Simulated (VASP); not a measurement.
Runs of VASP 6.6.1 on La. The structure is that of space group P6_3/mmc (No. 194), or close to it. The cells are those of the table. 

| task | level | potentials or basis | cell | cutoff (eV) | smearing | gap on the mesh (eV) | pressure (GPa) |
| --- | --- | --- | --- | --- | --- | --- | --- |
| single point | RPBE | VASP PAW PBE potentials, release 64 (La) | a = 3.750, b = 3.750, c = 6.070 Å, angles 90.0, 90.0, 120.0°, 2 atoms | 520 | fermi-dirac 0.05 eV | none | 2.1 |
| relaxation of cell and atoms | PBEsol | VASP PAW PBE potentials, release 64 (La) | relaxed to 2 GPa from a = 3.750, b = 3.750, c = 6.070 Å, angles 90.0, 90.0, 120.0°, 2 atoms | 600 | fermi-dirac 0.05 eV | none | 2.0 |
| single point | PBEsol | VASP PAW PBE potentials, release 64 (La) | a = 3.033, b = 3.033, c = 5.201 Å, angles 90.0, 90.0, 120.0°, 2 atoms | 520 | fermi-dirac 0.05 eV | none | (a) |
| single point | LDA | VASP PAW LDA potentials, release 64 (La) | a = 3.750, b = 3.750, c = 6.070 Å, angles 90.0, 90.0, 120.0°, 2 atoms | 520 | gaussian 0.05 eV | none | -2.9 |
| single point | PBEsol | VASP PAW PBE potentials, release 64 (La) | a = 3.287, b = 3.287, c = 5.559 Å, angles 90.0, 90.0, 120.0°, 2 atoms | 520 | fermi-dirac 0.05 eV | none | 10.2 |

Alike in all rows: no spin polarisation; k mesh 8 × 8 × 5.

Q: Fill in the values left out.

A: (a) 30.4.

Caveats: spin-orbit coupling is left out, which moves the levels of the heavy elements; the PAW data sets were made with another functional, which shifts forces and pressure a little (at least some runs); the cell stands under pressure (at least some runs); the cell is relaxed towards a set pressure, so the run minimises the enthalpy, not the energy (at least some runs).

A k mesh can miss the band edges, and the runs leave out spin-orbit coupling on La.

A gap of «none» marks levels without a gap at the run's occupations.
